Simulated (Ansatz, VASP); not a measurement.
# BiS4: VASP beside Ansatz

```
CELL_PARAMETERS angstrom
-3.22227 3.22227 3.22227
3.22227 -3.22227 3.22227
3.22227 3.22227 -3.22227
ATOMIC_POSITIONS crystal
Bi 0.00000 0.00000 0.00000
S 0.00000 0.00000 0.53848
S 0.53848 0.00000 0.00000
S 0.00000 0.53848 0.00000
S 0.46152 0.46152 0.46152
```

Change from the starting cell: species swapped into the H4C type (I-43m, No. 217).

Alike in both runs: functional PBE; k mesh 4 × 4 × 4; occupations gaussian, width 0.1 eV; no spin polarisation.

Ansatz relaxed the structure, and its values are those at the end. VASP's run is a single point on that final structure, the one shown.

|  | VASP | Ansatz |
| --- | --- | --- |
| version | VASP 6.6.1 | Ansatz 0.2.0 |
| potentials or method | VASP PAW PBE potentials, release 64 (Bi_d, S), cutoff 520 eV | scalar-relativistic, plane waves, PAW |
| valence electrons in the cell | 39 | 39 |

```csv
,VASP,Ansatz,Ansatz less VASP
gap on the k mesh at the Fermi level (eV),none,none,-
pressure (GPa),-0.1,0.0,+0.08
rms of the force components (eV/Å),0.002,0.007,+0.0050
```

A gap of «none» marks a metal or a gap that the smearing closes. With one functional, cell and mesh, what is left measures potentials, basis and numerics.

Neither program's run includes spin-orbit coupling.
